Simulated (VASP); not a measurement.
A run of VASP 6.6.1 is set up as follows.

File POSCAR:

```
Cu3N
1.0
    3.7893700971      0.0000000000      0.0000000000
    0.0000000000      3.7893700971      0.0000000000
    0.0000000000      0.0000000000      3.7893700971
Cu N
3 1
Direct
    0.5000000000      0.0000000000      0.0000000000
    0.0000000000      0.5000000000      0.0000000000
    0.0000000000      0.0000000000      0.5000000000
    0.0000000000      0.0000000000      0.0000000000
```

Contents of INCAR.step1:

```
SYSTEM = Cu3N
  ALGO = Normal
  EDIFF = 1E-5
  ENCUT = 660
  GGA = PE
  GGA_COMPAT = .False.
  ISMEAR = -1
  LASPH = .True.
  LCHARG = .False.
  LREAL = .False.
  LWAVE = .True.
  NBANDS = 27
  NELM = 120
  PREC = Accurate
  SIGMA = 0.02
```

The input INCAR.step2:

```
SYSTEM = Cu3N
  ALGO = Normal
  EDIFF = 1E-6
  ENCUT = 660
  GGA_COMPAT = .False.
  ISIF = 2
  ISMEAR = -1
  ISTART = 1
  LASPH = .True.
  LCHARG = .False.
  LMIXTAU = .True.
  LREAL = .False.
  LWAVE = .False.
  METAGGA = R2SCAN
  NBANDS = 27
  NELM = 120
  PREC = Accurate
  SIGMA = 0.02
```

Contents of KPOINTS:

```
k-points
0
Gamma
  6 6 6
  0 0 0
```

Potentials or basis: VASP PAW PBE potentials, release 64 (Cu, N).

Command:

```bash
$ cat potpaw_PBE.64/Cu/POTCAR potpaw_PBE.64/N/POTCAR > POTCAR
$ cp INCAR.step1 INCAR
$ mpirun -np 1 vasp_std > vasp.out
$ cp INCAR.step2 INCAR
$ mpirun -np 1 vasp_std > vasp.out
```

What does it give for the band gap on the k mesh?

0.25 eV, indirect (least direct gap 0.86 eV).

Predict the pressure.

0.7 GPa.

Caveat: the PAW data sets were made with another functional, which shifts forces and pressure a little. A k mesh can miss the band edges.
